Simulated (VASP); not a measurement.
# CaO (I4mm) in VASP: a series of runs

CaO is run at these levels: PBE; tasks: single point.

All numbers are computed with VASP 6.6.1; they aren't measurements. Logs are shortened: lines on timing, memory, paths and dates and some standing lists are left out, and cuts for length are marked.

## Step 1: The cell of the first run

The structure is tetragonal, space group I4mm (No. 107). Conventional cell: a = 3.463 Å, b = 3.463 Å, c = 4.898 Å, α = 90.00°, β = 90.00°, γ = 90.00°. Within 3.1 Å of Ca (site symmetry 4mm) lie 6 O at 2.35 to 2.55 Å. Within 3.1 Å of O (site symmetry 4mm) lie 6 Ca at 2.35 to 2.55 Å.

## Step 2: Single point, PBE (all Ca atoms moved -0.100 Å, as atom 1 along Cartesian [0 0 1])

INCAR

```
  PREC = Accurate
  ENCUT = 520
  EDIFF = 1E-7
  ISMEAR = 0
  SIGMA = 0.05
  LREAL = F
  LASPH = T
  NELM = 80
  ALGO = Normal
  ISIF = 2
  LWAVE = F
  LCHARG = F
  GGA = PE
  NBANDS = 15
```

KPOINTS

```
regular mesh
0
Gamma
  8 8 8
```

POSCAR

```
CaO
1.0
    0.0000000000      2.4490000000      2.4490000000
    2.4490000000      0.0000000000      2.4490000000
    2.4490000000      2.4490000000      0.0000000000
Ca O
1 1
Direct
   -0.0204164965     -0.0204164965      0.0204164965
    0.5000000000      0.5000000000      0.5000000000
```

Potentials or basis: VASP PAW PBE potentials, release 64 (Ca_sv, O).

Started as:

```bash
$ cat potpaw_PBE.64/Ca_sv/POTCAR potpaw_PBE.64/O/POTCAR > POTCAR
$ mpirun -np 1 vasp_std > vasp.out
```

OUTCAR:

```text
PREC = Accurate
   ENCUT = 520
   EDIFF = 1E-7
   ISMEAR = 0
   LREAL = F
   LASPH = T
   NELM = 80
   ISIF = 2
   GGA = PE

 ion  position               nearest neighbor table
   1  0.980  0.980  0.020-   2 2.35   2 2.45   2 2.45   2 2.45   2 2.45   2 2.55
   2  0.500  0.500  0.500-   1 2.35   1 2.45   1 2.45   1 2.45   1 2.45   1 2.55

  LATTYP: Found a face centered cubic cell.
 ALAT       =     4.8980000000

  Lattice vectors:

 A1 = (   0.0000000000,   2.4490000000,   2.4490000000)
 A2 = (   2.4490000000,   0.0000000000,   2.4490000000)
 A3 = (   2.4490000000,   2.4490000000,   0.0000000000)

Analysis of symmetry for initial positions (statically):
=====================================================================
 Subroutine PRICEL returns:
 Original cell was already a primitive cell.

 Routine SETGRP: Setting up the symmetry group for a
 face centered cubic supercell.

 Subroutine GETGRP returns: Found  8 space group operations
 (whereof  8 operations were pure point group operations)
 out of a pool of 48 trial point group operations.

The static configuration has the point symmetry C_4v.

Analysis of symmetry for dynamics (positions and initial velocities):
=====================================================================
 Subroutine PRICEL returns:
 Original cell was already a primitive cell.

 Routine SETGRP: Setting up the symmetry group for a
 face centered cubic supercell.

 Subroutine GETGRP returns: Found  8 space group operations
 (whereof  8 operations were pure point group operations)
 out of a pool of 48 trial point group operations.

The dynamic configuration has the point symmetry C_4v.

 Subroutine INISYM returns: Found  8 space group operations
 (whereof  8 operations are pure point group operations),
 and found     1 'primitive' translations

----------------------------------------------------------------------------------------

                                     Primitive cell

  volume of cell :      29.3762

  direct lattice vectors                    reciprocal lattice vectors
     0.000000000  2.449000000  2.449000000    -0.204164965  0.204164965  0.204164965
     2.449000000  0.000000000  2.449000000     0.204164965 -0.204164965  0.204164965
     2.449000000  2.449000000  0.000000000     0.204164965  0.204164965 -0.204164965

  length of vectors
     3.463409014  3.463409014  3.463409014     0.353624093  0.353624093  0.353624093

  position of ions in fractional coordinates (direct lattice)
     0.979583504  0.979583504  0.020416496
     0.500000000  0.500000000  0.500000000

  ion indices of the primitive-cell ions
   primitive index   ion index
                 1           1
                 2           2

----------------------------------------------------------------------------------------

 KPOINTS: regular mesh

Automatic generation of k-mesh.
 Grid dimensions read from file:
 generate k-points for:    8    8    8

 Generating k-lattice:

  Cartesian coordinates                     Fractional coordinates (reciprocal lattice)
    -0.025520621  0.025520621  0.025520621     0.125000000  0.000000000  0.000000000
     0.025520621 -0.025520621  0.025520621     0.000000000  0.125000000  0.000000000
     0.025520621  0.025520621 -0.025520621     0.000000000  0.000000000  0.125000000

  Length of vectors
     0.044203012  0.044203012  0.044203012

  Shift w.r.t. Gamma in fractional coordinates (k-lattice)
     0.000000000  0.000000000  0.000000000

 Subroutine IBZKPT returns following result:
 ===========================================

 Found     59 irreducible k-points:

 Following reciprocal coordinates:
            Coordinates               Weight
  0.000000  0.000000  0.000000      1.000000
  0.125000  0.000000  0.000000      8.000000
  0.250000  0.000000  0.000000      8.000000
  0.375000  0.000000  0.000000      8.000000
  0.500000  0.000000  0.000000      4.000000
  0.125000  0.125000  0.000000      2.000000
[... 16 lines left out ...]
  0.000000  0.375000  0.250000     16.000000
  0.500000  0.250000  0.000000      8.000000
 [... further k-points ...]
   k-points           NKPTS =     59   k-points in BZ     NKDIM =     59   number of bands    NBANDS=     15
   number of dos      NEDOS =    301   number of ions     NIONS =      2
   total plane-waves  NPLWV =  21952
   dimension x,y,z NGX =    28 NGY =   28 NGZ =   28
   dimension x,y,z NGXF=    56 NGYF=   56 NGZF=   56
   ions per type =               1   1
   NGX,Y,Z   is equivalent  to a cutoff of  13.44, 13.44, 13.44 a.u.
   NGXF,Y,Z  is equivalent  to a cutoff of  26.88, 26.88, 26.88 a.u.
 SYSTEM =  unknown system
   PREC   = accura    normal or accurate (medium, high low for compatibility)
   ISTART =      0    job   : 0-new  1-cont  2-samecut
   ICHARG =      2    charge: 1-file 2-atom 10-const
   ISPIN  =      1    spin polarized calculation?
   LNONCOLLINEAR =      F non collinear calculations
   LSORBIT =      F    spin-orbit coupling
   LASPH  =      T    aspherical Exc in radial PAW
   ENCUT  =  520.0 eV  38.22 Ry    6.18 a.u.   6.44  6.44  6.44*2*pi/ulx,y,z
   NELM   =     80;   NELMIN=  2; NELMDL= -5     # of ELM steps
   EDIFF  = 0.1E-06   stopping-criterion for ELM
   LREAL  =      F    real-space projection
   EDIFFG = 0.1E-05   stopping-criterion for IOM
   NSW    =      0    number of steps for IOM
   IBRION =     -1    ionic relax: 0-MD 1-quasi-New 2-CG
   NFREE  =      0    steps in history (QN), initial steepest desc. (CG)
   ISIF   =      2    stress and relaxation
   ISYM   =      2    0-nonsym 1-usesym 2-fastsym
   POTIM  = 0.5000    time-step for ionic-motion
   TEBEG  =    0.0;   TEEND  =   0.0 temperature during run
   PSTRESS=    0.0 pullay stress
   NELECT =      16.0000    total number of electrons
   NUPDOWN=      -1.0000    fix difference up-down
   EMIN   =  10.00;   EMAX   =-10.00  energy-range for DOS
   EFERMI =   0.00;   METHOD = LEGACY
   ISMEAR =     0;   SIGMA  =   0.05  broadening in eV -4-tet -1-fermi 0-gaus
   EFERMI_NEDOS =   21; number of points for ismear=-14 and -15
   IALGO  =     38    algorithm
   IMIX   =      4    mixing-type and parameters
     AMIX     =   0.40;   BMIX     =  1.00
     AMIX_MAG =   1.60;   BMIX_MAG =  1.00
  volume/ion in A,a.u.               =      14.69        99.12
  Fermi-wavevector in a.u.,A,eV,Ry     =   1.336953  2.526474 24.319632  1.787443
  Thomas-Fermi vector in A             =   2.465539
   LORBIT       =      0    0 simple, 1 ext, 2 COOP (PROOUT), +10 PAW based schemes
   GGA     = PE    functional components
   LHFCALC =     F    Hartree Fock is set to
   AEXX    =    0.0000 exact exchange contribution
   IVDW    =     0    specifies the selected vdW correction
   LEPSILON=     F    determine dielectric tensor
   LRPA    =     F    only Hartree local field effects (RPA)
 non-spin polarized calculation
 Gauss-broadening in eV      SIGMA  =   0.05
  energy-cutoff  :      520.00
  volume of cell :       29.38
 maximum number of plane-waves:       817
 NGX is ok and might be reduce to    28
   NGX = 13   NGY = 13   NGZ = 13

 number of electron      16.0000004 magnetization

 Free energy of the ion-electron system (eV)
  ---------------------------------------------------
  ext. energy  EPLUGINS =         0.00000000
  ---------------------------------------------------
  free energy    TOTEN  =       -12.78318185 eV

  energy without entropy =      -12.78318185  energy(sigma->0) =      -12.78318185

 E-fermi :   2.3382     XC(G=0): -10.1997

 val. band max:        2.0096298310   @ k =   0.0000   0.0000   0.0000
 cond. band min:       5.6859817868   @ k =   0.5000   0.5000   0.0000
 fundamental gap:      3.6763519557
 Fermi energy:         2.3382412605

 k-point     1 :       0.0000    0.0000    0.0000
  band No.  band energies     occupation
      1     -35.8245      2.00000
      2     -16.6328      2.00000
      3     -16.6259      2.00000
      4     -16.6259      2.00000
      5     -13.3838      2.00000
      6       2.0069      2.00000
      7       2.0096      2.00000
      8       2.0096      2.00000
      9       6.2983      0.00000
     10       8.1282      0.00000
     11       8.1652      0.00000
     12       8.1652      0.00000
     13       9.5353      0.00000
     14       9.6003      0.00000
     15      16.7381      0.00000

 k-point     2 :       0.1250    0.0000    0.0000
  band No.  band energies     occupation
      1     -35.8129      2.00000
      2     -16.7898      2.00000
      3     -16.6347      2.00000
      4     -16.6330      2.00000
      5     -13.2136      2.00000
      6       1.4843      2.00000
      7       1.8258      2.00000
      8       1.8410      2.00000
      9       6.9669      0.00000
     10       8.0819      0.00000
     11       8.3910      0.00000
     12       8.3954      0.00000
     13       9.8757      0.00000
     14       9.9409      0.00000
     15      17.2531      0.00000

 k-point     3 :       0.2500    0.0000    0.0000
  band No.  band energies     occupation
      1     -35.7847      2.00000
      2     -17.1236      2.00000
      3     -16.6511      2.00000
      4     -16.6498      2.00000
      5     -12.8496      2.00000
      6       0.5507      2.00000
      7       1.4269      2.00000
      8       1.4383      2.00000
      9       8.0741      0.00000
     10       8.4353      0.00000
     11       9.0150      0.00000
     12       9.0183      0.00000
     13      10.6825      0.00000
     14      10.7430      0.00000
     15      17.3847      0.00000
[... 343 lines left out ...]
 k-point    23 :       0.0000    0.3750    0.2500
  band No.  band energies     occupation
      1     -35.7499      2.00000
      2     -17.1558      2.00000
      3     -16.7659      2.00000
      4     -16.7482      2.00000
      5     -12.8747      2.00000
      6       0.3265      2.00000
      7       1.4024      2.00000
      8       1.5743      2.00000
      9       6.6701      0.00000
     10       9.0473      0.00000
     11      10.2262      0.00000
     12      10.3775      0.00000
     13      10.6328      0.00000
     14      12.1271      0.00000
     15      17.3458      0.00000

 k-point    24 :       0.5000    0.2500    0.0000
  band No.  band energies     occupation
      1     -35.7326      2.00000
      2     -17.2631      2.00000
      3     -16.8381      2.00000
      4     -16.7447      2.00000
      5     -12.7508      2.00000
      6       0.3114      2.00000
      7       1.0090      2.00000
      8       1.2849      2.00000
      9       7.2714      0.00000
     10       9.4875      0.00000
     11      10.4794      0.00000
     12      10.5809      0.00000
     13      11.2884      0.00000
     14      13.1117      0.00000
     15      15.6484      0.00000

 [... further k-points ...]
[... 5 lines left out ...]
  --------------------------------------------------------------------------------------
  -------------------------------------------------------------------------------------
  Total       -0.6573929     -0.6573929     -0.4366931      0.0000000     -0.0000000     -0.0000000
  in kB      -35.8541345    -35.8541345    -23.8171906      0.0000000     -0.0000000     -0.0000000
  external PRESSURE =     -31.8418199 kB  Pullay stress =       0.0000000 kB

 VOLUME and BASIS-vectors are now :
 -----------------------------------------------------------------------------
  energy-cutoff  :      520.00
  volume of cell :       29.38
      direct lattice vectors                 reciprocal lattice vectors
     0.000000000  2.449000000  2.449000000    -0.204164965  0.204164965  0.204164965
     2.449000000  0.000000000  2.449000000     0.204164965 -0.204164965  0.204164965
     2.449000000  2.449000000  0.000000000     0.204164965  0.204164965 -0.204164965

 POSITION                                       TOTAL-FORCE (eV/Angst)
 -----------------------------------------------------------------------------------
      2.44900      2.44900      4.79800         0.000000      0.000000      0.243604
      2.44900      2.44900      2.44900         0.000000      0.000000     -0.243604
 -----------------------------------------------------------------------------------
    total drift:                               -0.000000     -0.000000      0.000041

  FREE ENERGIE OF THE ION-ELECTRON SYSTEM (eV)
  ---------------------------------------------------
  free  energy   TOTEN  =       -12.7831818484 eV

  energy  without entropy=      -12.7831818484  energy(sigma->0) =      -12.78318185
```

Run time: 16 s. Hardware: 1 thread of Intel Xeon Platinum 8488C (Sapphire Rapids), shared host; peak memory 0.17 GiB.

Results:

- Free energy: -12.7832 eV
- Pressure: -3.2 GPa
- Largest force: 0.244 eV/Å
- Band gap on the k mesh: 3.68 eV, indirect (least direct gap 4.04 eV)

Forces in eV/Å, atoms in the order of the input:
```
Ca   0.000  0.000  0.244
O    0.000  0.000 -0.244
```

Stress tensor (GPa, compression positive):
```
-3.59  0.00  0.00
 0.00 -3.59  0.00
 0.00  0.00 -2.38
```

Levels at points of the mesh, in eV from the valence-band top:
| k point | band 5 | band 6 | band 7 | band 8 | band 9 | band 10 | band 11 | band 12 |
| --- | --- | --- | --- | --- | --- | --- | --- | --- |
| (0.00, 0.00, 0.00) | -15.39 | 0.00 | 0.00 | 0.00 | 4.29 | 6.12 | 6.16 | 6.16 |
| (0.50, 0.00, 0.00) | -14.42 | -2.48 | -1.07 | -1.06 | 6.81 | 7.89 | 8.09 | 8.26 |
| (0.50, 0.50, 0.00) | -15.14 | -1.27 | -0.36 | -0.36 | 3.68 | 7.63 | 8.61 | 9.19 |
| (0.00, 0.50, 0.50) | -15.15 | -1.29 | -0.41 | -0.36 | 3.75 | 7.64 | 8.63 | 9.19 |

Caveat: the cell differs from its parent crystal (all Ca atoms moved -0.100 Å, as atom 1 along Cartesian [0 0 1]). A k mesh can miss the band edges.

## Step 3: Single point, PBE (all Ca atoms moved +0.050 Å, as atom 1 along Cartesian [0 0 1])

INCAR

```
PREC = Accurate
ENCUT = 520
EDIFF = 1E-6
ISMEAR = 0
SIGMA = 0.05
LREAL = False
LASPH = True
NELM = 60
ALGO = Normal
ISIF = 2
LWAVE = False
LCHARG = False
GGA = PE
NBANDS = 15
```

KPOINTS is that of step 2.

Edit POSCAR of step 2 so:

```diff
@@ -8,3 +8,3 @@
 Direct
-   -0.0204164965     -0.0204164965      0.0204164965
+    0.0102082483      0.0102082483     -0.0102082483
     0.5000000000      0.5000000000      0.5000000000
```

Potentials or basis: VASP PAW PBE potentials, release 64 (Ca_sv, O).

Started as:

```bash
$ cat potpaw_PBE.64/Ca_sv/POTCAR potpaw_PBE.64/O/POTCAR > POTCAR
$ mpirun -np 1 vasp_std > vasp.out
```

Run time: 15 s. Hardware: 1 thread of Intel Xeon Platinum 8488C (Sapphire Rapids), shared host; peak memory 0.17 GiB.

It converged, with:

* Free energy: -12.7921 eV
* Pressure: -3.5 GPa
* Largest force: 0.116 eV/Å
* Band gap on the k mesh: 3.65 eV, indirect (least direct gap 4.03 eV)

Forces in eV/Å, atoms in the order of the input:
```
Ca   0.000  0.000 -0.116
O    0.000  0.000  0.116
```

Stress tensor (GPa, compression positive):
```
-3.57  0.00  0.00
 0.00 -3.57  0.00
 0.00  0.00 -3.27
```

Levels at points of the mesh, in eV from the valence-band top:
```
           k point  band 4  band 5  band 6  band 7  band 8  band 9  band 10  band 11  band 12  band 13
(0.00, 0.00, 0.00)  -18.67  -15.42    0.00    0.00    0.00    4.27     6.09     6.10     6.10     7.50
(0.50, 0.00, 0.00)  -18.71  -14.44   -2.50   -1.09   -1.09    6.79     7.97     8.06     8.16     9.95
(0.50, 0.50, 0.00)  -18.85  -15.18   -1.31   -0.38   -0.38    3.65     7.63     8.58     9.16     9.16
(0.00, 0.50, 0.50)  -18.85  -15.18   -1.31   -0.39   -0.38    3.67     7.63     8.58     9.16     9.16
```

Caveat: the cell differs from its parent crystal (all Ca atoms moved +0.050 Å, as atom 1 along Cartesian [0 0 1]). A k mesh can miss the band edges.

(Part 1 of 2 ends here.)
